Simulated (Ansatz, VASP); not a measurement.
BaTe: VASP beside Ansatz

```
Ba Te
1.0
     0.00000    3.45487    3.45487
     3.45487    0.00000    3.45487
     3.45487    3.45487    0.00000
Ba Te
1 1
Cartesian
  0.0000 0.0000 0.0000
  3.4549 3.4549 3.4549
```

Alike in both runs: task single point; functional PBE; k mesh 4 × 4 × 4; no spin polarisation.

```csv
,VASP,Ansatz
version,VASP 6.6.1,Ansatz 0.2.0
potentials or method,"VASP PAW PBE potentials, release 64 (Ba_sv, Te), cutoff 500 eV","plane waves, PAW"
occupations,"gaussian, width 0.01 eV",fixed
valence electrons in the cell,16,26
```

Ansatz gave:

* pressure (GPa): 2.3

Question: Estimate VASP's values.

Answer: Pressure (GPa): 2.7.

VASP's potentials hold 16 valence electrons a cell and Ansatz's 26, so a difference there can come from the potentials and not from the codes.

Spin-orbit coupling is off throughout.
